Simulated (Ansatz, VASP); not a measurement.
Ir: VASP beside Ansatz

The input INCAR:

```
PREC = Accurate
ENCUT = 520
EDIFF = 1E-6
ISMEAR = -1
SIGMA = 0.1
LREAL = False
LASPH = True
NELM = 60
ALGO = Normal
ISIF = 2
LWAVE = False
LCHARG = False
GGA = CA
NBANDS = 10
```

KPOINTS

```
Automatic mesh
0
Gamma
  15 15 15
```

The input POSCAR:

```
Ir
1.0
    2.2219894056      0.0000000000      0.0000000000
    0.0000000000      2.2219894056      0.0000000000
    0.0000000000      0.0000000000      2.2219894056
Ir
1
Direct
    0.0000000000      0.0000000000      0.0000000000
```

Input for Ansatz:

```yaml
crystal:
  lattice:
    - [2.2219894056, 0.0, 0.0]
    - [0.0, 2.2219894056, 0.0]
    - [0.0, 0.0, 2.2219894056]
  atoms:
    - { symbol: Ir, position: [0.0, 0.0, 0.0] }
kpoints:
  mp_grid: { grid: [15, 15, 15] }
  band_path:
    path:
      - [0.0, 0.0, 0.0]
      - [0.0, 0.5, 0.0]
      - [0.5, 0.5, 0.0]
      - [0.0, 0.0, 0.0]
      - [0.5, 0.5, 0.5]
      - [0.0, 0.5, 0.0]
      - [0.5, 0.5, 0.5]
      - [0.5, 0.5, 0.0]
    npoints: 8
scf:
  occupations: { method: fermi_dirac, width: 0.1 }
hamiltonian:
  xc: lda
  pseudopotentials: { kind: all_electron, lapw: { basis_error: 0.001 } }
output:
  forces: true
  stress: true
  eigenvalues: true
  populations: true
  dos: { projected: true, de: 0.2, e_range: [-14, 8] }
```

Change from the starting cell: volume scaled by 0.68, LAPW.

Alike in both runs: task single point; functional LDA; k mesh 15 × 15 × 15; occupations fermi-dirac, width 0.1 eV; no spin polarisation.

```csv
,VASP,Ansatz
version,VASP 6.6.1,Ansatz 0.2.0
potentials or method,"VASP PAW LDA potentials, release 64 (Ir), cutoff 520 eV","all-electron LAPW, scalar-relativistic"
```

|  | VASP | Ansatz | Ansatz less VASP |
| --- | --- | --- | --- |
| pressure (GPa) | 280.0 | 279.5 | -0.47 |

LDA's correlation is that of Perdew and Zunger in VASP and of Perdew and Wang (1992) in Ansatz. Both programs put the cell under a high pressure, so it lies far from rest at this level. Ansatz ran all-electron here, and VASP with PAW potentials.

Neither program's run includes spin-orbit coupling. Noted on VASP's run: the cell as given lies far from equilibrium.
